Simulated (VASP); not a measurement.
Cl: single point with LDA

The system is Cl.

```xyz
1
Lattice="2.6313 0.0000 0.0000 0.0000 2.6313 0.0000 0.0000 0.0000 2.6313" Properties=species:S:1:pos:R:3 pbc="T T T"
Cl    0.0000    0.0000    0.0000
```

This cell differs from its parent crystal: volume scaled by 0.88.

- Program: VASP 6.6.1
- Task: single point
- Functional: LDA
- Potentials or basis: VASP PAW LDA potentials, release 64 (Cl)
- Cutoff: 520 eV
- k mesh: 15 × 15 × 15
- Occupations: fermi-dirac, width 0.08 eV
- Spin: no spin polarisation

The pressure is 9.4 GPa.

Levels at points of the mesh, in eV from the Fermi level:
```tsv
k point	band 1	band 2	band 3	band 4	band 5	band 6	band 7	band 8
(0.00, 0.00, 0.00)	-17.81	-0.24	-0.24	-0.24	8.57	9.09	9.09	22.17
```

It took 4.4 s on 1 thread of Intel(R) Xeon(R) 6975P-C (Granite Rapids), on a shared host, peak memory 0.12 GiB.

Caveat: an odd number of electrons without spin polarisation forces a metal; a magnetic or distorted state may lie lower.
